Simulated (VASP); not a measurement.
# WC (P-6m2) in VASP: further runs

The runs below take WC through single point, with r2SCAN.

Program: VASP 6.6.1. These are calculated values, not measurements. Logs are shortened: lines on timing, memory, paths and dates and some standing lists are left out, and cuts for length are marked.

### 1 The cell of the first run

It takes space group P-6m2 (No. 187, hexagonal). Conventional cell: a = 2.891 Å, b = 2.891 Å, c = 2.821 Å, α = 90.00°, β = 90.00°, γ = 120.00°. W (site symmetry -6m2) has 6 C at 2.19 Å and 8 W at 2.82 to 2.89 Å within 2.9 Å. Within 2.9 Å of C (site symmetry -6m2) lie 6 W at 2.19 Å and 8 C at 2.82 to 2.89 Å.

### 2 Single point, r2SCAN (10.21 Å³/atom)

The input, POSCAR:

```
WC
1.0
    2.8907022651      0.0000000000      0.0000000000
   -1.4453511326      2.5034215964      0.0000000000
    0.0000000000      0.0000000000      2.8210645988
W C
1 1
Direct
    0.0000000000      0.0000000000      0.0000000000
    0.6666666667      0.3333333333      0.5000000000
```

The input, INCAR.step1:

```
PREC = Accurate
ENCUT = 1430
ISMEAR = 0
SIGMA = 0.05
LREAL = F
LASPH = T
NELM = 120
NBANDS = 16
GGA = PE
ALGO = Normal
EDIFF = 1E-5
LWAVE = T
LCHARG = F
GGA_COMPAT = F
```

The input, INCAR.step2:

```
PREC = Accurate
ENCUT = 1430
EDIFF = 1E-6
ISMEAR = 0
SIGMA = 0.05
LREAL = F
LASPH = T
NELM = 120
ALGO = Normal
ISIF = 2
LWAVE = F
LCHARG = T
METAGGA = R2SCAN
LMIXTAU = T
LELF = T
LVHAR = T
NBANDS = 16
ISTART = 1
GGA_COMPAT = F
```

The input, KPOINTS:

```
Automatic mesh
0
Gamma
  14 14 12
```

Potentials or basis: VASP PAW PBE potentials, release 64 (W_sv, C_h).

Command:

```console
$ cat potpaw_PBE.64/W_sv/POTCAR potpaw_PBE.64/C_h/POTCAR > POTCAR
$ cp INCAR.step1 INCAR
$ mpirun -np 1 vasp_std > vasp.out
$ cp INCAR.step2 INCAR
$ mpirun -np 1 vasp_std > vasp.out
```

OUTCAR:

```text
PREC = Accurate
   ENCUT = 1430
   EDIFF = 1E-6
   ISMEAR = 0
   LREAL = F
   LASPH = T
   NELM = 120
   ISIF = 2
   METAGGA = R2SCAN
   ISTART = 1

 ion  position               nearest neighbor table
   1  0.000  0.000  0.000-   2 2.19   2 2.19   2 2.19   2 2.19   2 2.19   2 2.19
   2  0.667  0.333  0.500-   1 2.19   1 2.19   1 2.19   1 2.19   1 2.19   1 2.19

  LATTYP: Found a hexagonal cell.
 ALAT       =     2.8907022651
 C/A-ratio  =     0.9759097756

  Lattice vectors:

 A1 = (   2.8907022651,   0.0000000000,   0.0000000000)
 A2 = (  -1.4453511326,   2.5034215964,   0.0000000000)
 A3 = (   0.0000000000,   0.0000000000,   2.8210645988)

Analysis of symmetry for initial positions (statically):
=====================================================================
 Subroutine PRICEL returns:
 Original cell was already a primitive cell.

 Routine SETGRP: Setting up the symmetry group for a
 hexagonal supercell.

 Subroutine GETGRP returns: Found 12 space group operations
 (whereof 12 operations were pure point group operations)
 out of a pool of 24 trial point group operations.

The static configuration has the point symmetry D_3h.

Analysis of symmetry for dynamics (positions and initial velocities):
=====================================================================
 Subroutine PRICEL returns:
 Original cell was already a primitive cell.

 Routine SETGRP: Setting up the symmetry group for a
 hexagonal supercell.

 Subroutine GETGRP returns: Found 12 space group operations
 (whereof 12 operations were pure point group operations)
 out of a pool of 24 trial point group operations.

The dynamic configuration has the point symmetry D_3h.

 Subroutine INISYM returns: Found 12 space group operations
 (whereof 12 operations are pure point group operations),
 and found     1 'primitive' translations

----------------------------------------------------------------------------------------

                                     Primitive cell

  volume of cell :      20.4150

  direct lattice vectors                    reciprocal lattice vectors
     2.890702265  0.000000000  0.000000000     0.345936699  0.199726646  0.000000000
    -1.445351133  2.503421596  0.000000000     0.000000000  0.399453293  0.000000000
     0.000000000  0.000000000  2.821064599     0.000000000  0.000000000  0.354476108

  length of vectors
     2.890702265  2.890702265  2.821064599     0.399453293  0.399453293  0.354476108

  position of ions in fractional coordinates (direct lattice)
     0.000000000  0.000000000  0.000000000
     0.666666667  0.333333333  0.500000000

  ion indices of the primitive-cell ions
   primitive index   ion index
                 1           1
                 2           2

----------------------------------------------------------------------------------------

 KPOINTS: Automatic mesh

Automatic generation of k-mesh.
 Grid dimensions read from file:
 generate k-points for:   14   14   12

 Generating k-lattice:

  Cartesian coordinates                     Fractional coordinates (reciprocal lattice)
     0.024709764  0.014266189  0.000000000     0.071428571  0.000000000  0.000000000
     0.000000000  0.028532378  0.000000000     0.000000000  0.071428571  0.000000000
     0.000000000  0.000000000  0.029539676     0.000000000  0.000000000  0.083333333

  Length of vectors
     0.028532378  0.028532378  0.029539676

  Shift w.r.t. Gamma in fractional coordinates (k-lattice)
     0.000000000  0.000000000  0.000000000

 Subroutine IBZKPT returns following result:
 ===========================================

 Found    168 irreducible k-points:

 Following reciprocal coordinates:
            Coordinates               Weight
  0.000000  0.000000  0.000000      1.000000
  0.071429 -0.000000  0.000000      6.000000
  0.142857 -0.000000  0.000000      6.000000
  0.214286 -0.000000  0.000000      6.000000
  0.285714  0.000000  0.000000      6.000000
  0.357143 -0.000000  0.000000      6.000000
[... 16 lines left out ...]
  0.285714  0.285714  0.000000      6.000000
  0.357143  0.285714  0.000000      6.000000
 [... further k-points ...]
   k-points           NKPTS =    168   k-points in BZ     NKDIM =    168   number of bands    NBANDS=     16
   number of dos      NEDOS =    301   number of ions     NIONS =      2
   total plane-waves  NPLWV =  46656
   dimension x,y,z NGX =    36 NGY =   36 NGZ =   36
   dimension x,y,z NGXF=    72 NGYF=   72 NGZF=   72
   ions per type =               1   1
   NGX,Y,Z   is equivalent  to a cutoff of  20.70, 20.70, 21.21 a.u.
   NGXF,Y,Z  is equivalent  to a cutoff of  41.41, 41.41, 42.43 a.u.
 SYSTEM =  unknown system
   PREC   = accura    normal or accurate (medium, high low for compatibility)
   ISTART =      1    job   : 0-new  1-cont  2-samecut
   ICHARG =      0    charge: 1-file 2-atom 10-const
   ISPIN  =      1    spin polarized calculation?
   LNONCOLLINEAR =      F non collinear calculations
   LSORBIT =      F    spin-orbit coupling
   LASPH  =      T    aspherical Exc in radial PAW
   ENCUT  = 1430.0 eV 105.10 Ry   10.25 a.u.   8.91  8.91  8.70*2*pi/ulx,y,z
   NELM   =    120;   NELMIN=  2; NELMDL=  0     # of ELM steps
   EDIFF  = 0.1E-05   stopping-criterion for ELM
   LREAL  =      F    real-space projection
   EDIFFG = 0.1E-04   stopping-criterion for IOM
   NSW    =      0    number of steps for IOM
   IBRION =     -1    ionic relax: 0-MD 1-quasi-New 2-CG
   NFREE  =      0    steps in history (QN), initial steepest desc. (CG)
   ISIF   =      2    stress and relaxation
   ISYM   =      2    0-nonsym 1-usesym 2-fastsym
   POTIM  = 0.5000    time-step for ionic-motion
   TEBEG  =    0.0;   TEEND  =   0.0 temperature during run
   PSTRESS=    0.0 pullay stress
   NELECT =      18.0000    total number of electrons
   NUPDOWN=      -1.0000    fix difference up-down
   EMIN   =  10.00;   EMAX   =-10.00  energy-range for DOS
   EFERMI =   0.00;   METHOD = LEGACY
   ISMEAR =     0;   SIGMA  =   0.05  broadening in eV -4-tet -1-fermi 0-gaus
   EFERMI_NEDOS =   21; number of points for ismear=-14 and -15
   IALGO  =     38    algorithm
   IMIX   =      4    mixing-type and parameters
     AMIX     =   0.40;   BMIX     =  1.00
     AMIX_MAG =   1.60;   BMIX_MAG =  1.00
  volume/ion in A,a.u.               =      10.21        68.88
  Fermi-wavevector in a.u.,A,eV,Ry     =   1.569816  2.966523 33.529158  2.464324
  Thomas-Fermi vector in A             =   2.671642
   LORBIT       =      0    0 simple, 1 ext, 2 COOP (PROOUT), +10 PAW based schemes
   METAGGA = R2SCAN    functional components
   LHFCALC =     F    Hartree Fock is set to
   AEXX    =    0.0000 exact exchange contribution
   IVDW    =     0    specifies the selected vdW correction
   LEPSILON=     F    determine dielectric tensor
   LRPA    =     F    only Hartree local field effects (RPA)
 non-spin polarized calculation
 Gauss-broadening in eV      SIGMA  =   0.05
  energy-cutoff  :     1430.00
  volume of cell :       20.42
 maximum number of plane-waves:      2525
 NGX is ok and might be reduce to    36
   NGX = 17   NGY = 17   NGZ = 17

 number of electron      18.0000000 magnetization

 Free energy of the ion-electron system (eV)
  ---------------------------------------------------
  ext. energy  EPLUGINS =         0.00000000
  ---------------------------------------------------
  free energy    TOTEN  =       -61.60908248 eV

  energy without entropy =      -61.60867609  energy(sigma->0) =      -61.60887929

 E-fermi :  11.5215     XC(G=0): -15.0797

 val. band max:       11.5039067859   @ k =   0.0714   0.0714   0.4167
 cond. band min:      11.5301175109   @ k =   0.0714  -0.0000   0.3333
 fundamental gap:      0.0262107250
 Fermi energy:        11.5214909800

 k-point     1 :       0.0000    0.0000    0.0000
  band No.  band energies     occupation
      1     -64.3756      2.00000
      2     -27.6816      2.00000
      3     -27.5679      2.00000
      4     -27.5679      2.00000
      5      -3.8356      2.00000
      6       6.9460      2.00000
[... 8 lines left out ...]
     15      26.9641      0.00000
     16      29.2781      0.00000

 k-point     2 :       0.0714   -0.0000    0.0000
  band No.  band energies     occupation
      1     -64.3721      2.00000
      2     -27.6754      2.00000
      3     -27.6160      2.00000
      4     -27.5786      2.00000
      5      -3.6943      2.00000
      6       6.9974      2.00000
[... 8 lines left out ...]
     15      26.6428      0.00000
     16      29.5830      0.00000

 k-point     3 :       0.1429   -0.0000    0.0000
  band No.  band energies     occupation
      1     -64.3624      2.00000
      2     -27.7491      2.00000
      3     -27.6580      2.00000
      4     -27.6087      2.00000
      5      -3.2891      2.00000
      6       6.7848      2.00000
[... 8 lines left out ...]
     15      26.2625      0.00000
     16      30.4395      0.00000

 k-point     4 :       0.2143   -0.0000    0.0000
  band No.  band energies     occupation
      1     -64.3482      2.00000
      2     -27.9371      2.00000
      3     -27.6518      2.00000
      4     -27.6328      2.00000
      5      -2.6743      2.00000
      6       6.0737      2.00000
[... 8 lines left out ...]
     15      26.3225      0.00000
     16      31.0692      0.00000
[... 324 lines left out ...]
 k-point    22 :       0.3571    0.2143    0.0000
  band No.  band energies     occupation
      1     -64.2995      2.00000
      2     -28.3586      2.00000
      3     -28.0021      2.00000
      4     -27.5455      2.00000
      5       0.1045      2.00000
      6       4.4317      2.00000
[... 8 lines left out ...]
     15      27.5532      0.00000
     16      29.7689      0.00000

 k-point    23 :       0.2857    0.2857    0.0000
  band No.  band energies     occupation
      1     -64.2987      2.00000
      2     -28.3087      2.00000
      3     -28.0667      2.00000
      4     -27.5441      2.00000
      5       0.1777      2.00000
      6       4.5341      2.00000
[... 8 lines left out ...]
     15      28.2973      0.00000
     16      29.3424      0.00000

 k-point    24 :       0.3571    0.2857    0.0000
  band No.  band energies     occupation
      1     -64.2965      2.00000
      2     -28.2807      2.00000
      3     -28.1298      2.00000
      4     -27.5402      2.00000
      5       0.3582      2.00000
      6       4.5660      2.00000
[... 8 lines left out ...]
     15      28.0581      0.00000
     16      28.7969      0.00000

 [... further k-points ...]

------------------------ aborting loop because EDIFF is reached ----------------------------------------

  FORCE on cell =-STRESS in cart. coord.  units (eV):
  Direction    XX          YY          ZZ          XY          YZ          ZX
  --------------------------------------------------------------------------------------
  -------------------------------------------------------------------------------------
  Total        1.3232259      1.3232259      1.3635561     -0.0000000      0.0000000     -0.0000000
  in kB      103.8470554    103.8470554    107.0121787     -0.0000000      0.0000000     -0.0000000
  external PRESSURE =     104.9020965 kB  Pullay stress =       0.0000000 kB

 VOLUME and BASIS-vectors are now :
 -----------------------------------------------------------------------------
  energy-cutoff  :     1430.00
  volume of cell :       20.42
      direct lattice vectors                 reciprocal lattice vectors
     2.890702265  0.000000000  0.000000000     0.345936699  0.199726646  0.000000000
    -1.445351133  2.503421596  0.000000000     0.000000000  0.399453293  0.000000000
     0.000000000  0.000000000  2.821064599     0.000000000  0.000000000  0.354476108

 POSITION                                       TOTAL-FORCE (eV/Angst)
 -----------------------------------------------------------------------------------
      0.00000      0.00000      0.00000        -0.000000      0.000000      0.000000
      1.44535      0.83447      1.41053         0.000000      0.000000      0.000000
 -----------------------------------------------------------------------------------
    total drift:                               -0.000000      0.000000     -0.000000

  FREE ENERGIE OF THE ION-ELECTRON SYSTEM (eV)
  ---------------------------------------------------
  free  energy   TOTEN  =       -61.6090824802 eV

  energy  without entropy=      -61.6086760936  energy(sigma->0) =      -61.60887929
```

It took 11 min on 1 thread of Intel Xeon Platinum 8259CL at 2.50GHz (Skylake/Cascade Lake), shared host; peak memory 0.41 GiB.

What came out:

* Free energy: -61.6091 eV
* Pressure: 10.5 GPa
* Band gap on the k mesh: zero (bands 9 and 10 overlap by 1.37 eV)

Levels at points of the mesh, in eV from the Fermi level:
| k point | band 5 | band 6 | band 7 | band 8 | band 9 | band 10 | band 11 | band 12 | band 13 | band 14 |
| --- | --- | --- | --- | --- | --- | --- | --- | --- | --- | --- |
| (0.00, 0.00, 0.00) | -15.36 | -4.58 | -3.54 | -3.54 | 0.11 | 3.51 | 3.51 | 6.07 | 6.07 | 6.93 |
| (0.50, 0.00, 0.00) | -11.89 | -7.40 | -3.82 | -3.76 | -0.50 | 2.56 | 4.86 | 5.25 | 7.40 | 10.30 |
| (0.00, 0.00, 0.50) | -11.15 | -9.11 | -2.13 | -2.13 | -0.58 | -0.58 | 3.90 | 4.90 | 4.90 | 10.70 |
| (0.50, 0.00, 0.50) | -12.12 | -6.82 | -4.56 | -4.40 | 0.27 | 4.74 | 5.64 | 7.15 | 9.87 | 11.01 |

Caveat: the cell stands under pressure; the PAW data sets were made with another functional, which shifts forces and pressure a little; spin-orbit coupling is left out, which moves the levels of the heavy elements.

### 3 Single point, r2SCAN (10.42 Å³/atom)

This run uses another cell than the first one, of 10.42 Å³/atom.

The input, POSCAR:

```
WC
1.0
    2.9118677777      0.0000000000      0.0000000000
   -1.4559338889      2.5217514680      0.0000000000
    0.0000000000      0.0000000000      2.8369414953
W C
1 1
Direct
    0.0000000000      0.0000000000      0.0000000000
    0.6666666667      0.3333333333      0.5000000000
```

The input, INCAR.step1:

```
SYSTEM = WC
  PREC = Accurate
  ENCUT = 1430
  ISMEAR = 0
  SIGMA = 0.05
  LREAL = .FALSE.
  LASPH = .TRUE.
  NELM = 120
  NBANDS = 16
  GGA = PE
  ALGO = Normal
  EDIFF = 1E-5
  LWAVE = .TRUE.
  LCHARG = .FALSE.
  GGA_COMPAT = .FALSE.
```

The input, INCAR.step2:

```
SYSTEM = WC
  PREC = Accurate
  ENCUT = 1430
  EDIFF = 1E-6
  ISMEAR = 0
  SIGMA = 0.05
  LREAL = .FALSE.
  LASPH = .TRUE.
  NELM = 120
  ALGO = Normal
  ISIF = 2
  LWAVE = .FALSE.
  LCHARG = .FALSE.
  METAGGA = R2SCAN
  LMIXTAU = .TRUE.
  NBANDS = 16
  ISTART = 1
  GGA_COMPAT = .FALSE.
```

The input, KPOINTS:

```
regular mesh
0
G
  14 14 12
  0 0 0
```

Potentials or basis: VASP PAW PBE potentials, release 64 (W_sv, C_h).

Command:

```console
$ cat potpaw_PBE.64/W_sv/POTCAR potpaw_PBE.64/C_h/POTCAR > POTCAR
$ cp INCAR.step1 INCAR
$ mpirun -np 1 vasp_std > vasp.out
$ cp INCAR.step2 INCAR
$ mpirun -np 1 vasp_std > vasp.out
```

Wall time 7.8 min (1 thread of Intel Xeon Platinum 8259CL at 2.50GHz (Skylake/Cascade Lake), shared host); peak memory 0.42 GiB.

It converged, with:

```yaml
Free_energy: -61.6250 eV
Pressure: 1.9 GPa
Band_gap_on_the_k_mesh: zero (bands 9 and 10 overlap by 1.34 eV)
```

Stress tensor (GPa, compression positive):
```
1.79 0.00 0.00
0.00 1.79 0.00
0.00 0.00 1.98
```

Levels at points of the mesh, in eV from the Fermi level:
| k point | band 7 | band 8 | band 9 | band 10 | band 11 | band 12 |
| --- | --- | --- | --- | --- | --- | --- |
| (0.00, 0.00, 0.00) | -3.47 | -3.47 | 0.12 | 3.41 | 3.41 | 5.95 |
| (0.50, 0.00, 0.00) | -3.72 | -3.67 | -0.51 | 2.50 | 4.72 | 5.08 |
| (0.00, 0.00, 0.50) | -2.09 | -2.09 | -0.56 | -0.56 | 3.84 | 4.83 |
| (0.50, 0.00, 0.50) | -4.47 | -4.35 | 0.22 | 4.59 | 5.48 | 6.95 |

Caveat: the PAW data sets were made with another functional, which shifts forces and pressure a little; spin-orbit coupling is left out, which moves the levels of the heavy elements.

The gap in the log of VASP goes by the Fermi energy; the results here count the filled bands.